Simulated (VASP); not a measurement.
Input of a VASP 6.6.1 run:

INCAR

```
PREC = Accurate ; ENCUT = 420
EDIFF = 1E-6 ; ISMEAR = 0
SIGMA = 0.05 ; LREAL = Auto
LASPH = True ; NELM = 120
ALGO = Normal ; ISIF = 2
LWAVE = False ; LCHARG = False
LDIPOL = True ; IDIPOL = 3
DIPOL = 0.5 0.5 0.499 ; GGA = PS
NBANDS = 86 ; GGA_COMPAT = False
NELMDL = -8
```

File KPOINTS:

```
regular mesh
0
Gamma
  4 4 1
```

The input POSCAR:

```
BP
1.0
    6.3924896789      0.0000000000      0.0000000000
    0.0000000000      6.3924896789      0.0000000000
    0.0000000000      0.0000000000     22.9103024011
P B
16 16
Direct
    0.5000000000      0.2500000000      0.3273636405
    0.5000000000      0.7500000000      0.3273636405
    0.0000000000      0.2500000000      0.3273636405
    0.0000000000      0.7500000000      0.3273636405
    0.7500000000      0.5000000000      0.4260129888
    0.7500000000      0.0000000000      0.4260129888
    0.2500000000      0.5000000000      0.4260129888
    0.2500000000      0.0000000000      0.4260129888
    0.0000000000      0.7500000000      0.5245213783
    0.0000000000      0.2500000000      0.5245213783
    0.5000000000      0.7500000000      0.5245213783
    0.5000000000      0.2500000000      0.5245213783
    0.2500000000      0.0000000000      0.6241056431
    0.2500000000      0.5000000000      0.6241056431
    0.7500000000      0.0000000000      0.6241056431
    0.7500000000      0.5000000000      0.6241056431
    0.2500000000      0.2500000000      0.3766883147
    0.2500000000      0.7500000000      0.3766883147
    0.7500000000      0.2500000000      0.3766883147
    0.7500000000      0.7500000000      0.3766883147
    0.5000000000      0.5000000000      0.4751160048
    0.5000000000      0.0000000000      0.4751160048
    0.0000000000      0.5000000000      0.4751160048
    0.0000000000      0.0000000000      0.4751160048
    0.7500000000      0.7500000000      0.5731620583
    0.7500000000      0.2500000000      0.5731620583
    0.2500000000      0.7500000000      0.5731620583
    0.2500000000      0.2500000000      0.5731620583
    0.0000000000      0.0000000000      0.6650207164
    0.0000000000      0.5000000000      0.6650207164
    0.5000000000      0.0000000000      0.6650207164
    0.5000000000      0.5000000000      0.6650207164
```

Potentials or basis: VASP PAW PBE potentials, release 64 (P, B).

Run with:

```bash
$ cat potpaw_PBE.64/P/POTCAR potpaw_PBE.64/B/POTCAR > POTCAR
$ mpirun -np 1 vasp_std > vasp.out
```

Problem. What does it give for the band gap on the k mesh?

Solution. Zero (bands 64 and 65 overlap by 0.05 eV).

Problem. Predict the largest force.

Solution. 0.076 eV/Å.

Forces in eV/Å, atoms in the order of the input:
```
P    0.000  0.000 -0.076
P    0.000  0.000 -0.076
P    0.000  0.000 -0.076
P    0.000  0.000 -0.076
P    0.000  0.000  0.016
P    0.000  0.000  0.016
P    0.000  0.000  0.016
P    0.000  0.000  0.016
P    0.000  0.000  0.004
P    0.000  0.000  0.004
P    0.000  0.000  0.004
P    0.000  0.000  0.004
P    0.000  0.000 -0.005
P    0.000  0.000 -0.005
P    0.000  0.000 -0.005
P    0.000  0.000 -0.005
B    0.000  0.000  0.054
B    0.000  0.000  0.054
B    0.000  0.000  0.054
B    0.000  0.000  0.054
B    0.000  0.000 -0.006
B    0.000  0.000 -0.006
B    0.000  0.000 -0.006
B    0.000  0.000 -0.006
B    0.000  0.000  0.009
B    0.000  0.000  0.009
B    0.000  0.000  0.009
B    0.000  0.000  0.009
B    0.000  0.000  0.003
B    0.000  0.000  0.003
B    0.000  0.000  0.003
B    0.000  0.000  0.003
```

Caveat: the PAW data sets were made with another functional, which shifts forces and pressure a little.
